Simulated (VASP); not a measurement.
The system is Al.

```
Al
1.0
     0.00000    2.02500    2.02500
     2.02500    0.00000    2.02500
     2.02500    2.02500    0.00000
Al
1
Direct
  0.00000 0.00000 0.00000
```

| Quantity | Value |
| --- | --- |
| Program | VASP 6.6.1 |
| Task | relaxation of cell and atoms |
| Functional | r2SCAN |
| Potentials or basis | VASP PAW PBE potentials, release 64 (Al) |
| Cutoff | 550 eV |
| k mesh | 20 × 20 × 20 |
| Occupations | gaussian, width 0.1 eV |
| Spin | no spin polarisation |

At the start: pressure -3.9 GPa; volume 16.61 Å³/atom.

**Question.** Where does the relaxation end?

**Answer.** Over 3 steps the energy falls by 9.9 meV/atom and the volume is 15.84 Å³/atom (-4.6 %); space group Fm-3m (No. 225, to 0.1 Å) before and after.

Step by step:
```tsv
step	energy change (eV)	largest force (eV/Å)	pressure (GPa)	volume (Å³)
1	0.0000	0.0000	-3.93	16.61
2	-0.0092	0.0000	1.22	15.65
3	-0.0099	0.0000	0.04	15.84
```

Final structure:
```
Al
1.0
     0.00000    1.99330    1.99330
     1.99330    0.00000    1.99330
     1.99330    1.99330    0.00000
Al
1
Direct
  0.00000 0.00000 0.00000
```

Caveat: the PAW data sets were made with another functional, which shifts forces and pressure a little.
